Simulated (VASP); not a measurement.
Write the native input for VASP 6.6.1 that does the following.

- Task: relaxation of cell and atoms
- Functional: PBE
- Potentials or basis: VASP PAW PBE potentials, release 64 (Ca_sv)
- Cutoff: 600 eV
- k mesh: 6 × 6 × 6
- Occupations: fermi-dirac, width 0.05 eV
- Spin: no spin polarisation
- Dipole correction: no
- Further INCAR settings: ALGO = Normal; EDIFF = 1e-06; IBRION = 2; EDIFFG = -0.03; NSW = 80; ISIF = 3

The structure of Ca lies in POSCAR:

```
Ca
1.0
    3.6300000000      0.0000000000      0.0000000000
    0.0000000000      3.6300000000      0.0000000000
    0.0000000000      0.0000000000      3.6300000000
Ca
1
Direct
    0.0000000000      0.0000000000      0.0000000000
```

This isn't the form of Ca at room conditions, which is fcc.

The input as run:

INCAR

```
SYSTEM = Ca
PREC = Accurate ; ENCUT = 600
EDIFF = 1E-6 ; ISMEAR = -1
SIGMA = 0.05 ; LREAL = .False.
LASPH = .True. ; NELM = 60
ALGO = Normal ; ISIF = 3
LWAVE = .False. ; LCHARG = .False.
GGA = PE ; IBRION = 2
NSW = 80 ; EDIFFG = -0.03
```

KPOINTS

```
regular mesh
0
Gamma
  6 6 6
  0 0 0
```

Potentials or basis: VASP PAW PBE potentials, release 64 (Ca_sv).

Run with:

```sh
$ cat potpaw_PBE.64/Ca_sv/POTCAR > POTCAR
$ mpirun -np 1 vasp_std > vasp.out
```

Results of the run:

```
Relaxed volume                        : 44.32 Å³/atom
Relaxed cell                          : a = 3.539 Å, b = 3.539 Å, c = 3.539 Å, α = 90.00°, β = 90.00°, γ = 90.00°
Space group after relaxing (to 0.1 Å) : Pm-3m (No. 221)
Energy gained by relaxing             : 11.7 meV/atom
Ionic steps                           : 3
Pressure after relaxing               : -0.1 GPa
Band gap on the k mesh                : zero (bands 5 and 6 overlap by 1.20 eV)
```

It took 30 s on 1 thread of AMD EPYC 7R43 64-Core Processor (Zen 3), on a shared host, peak memory 0.14 GiB.
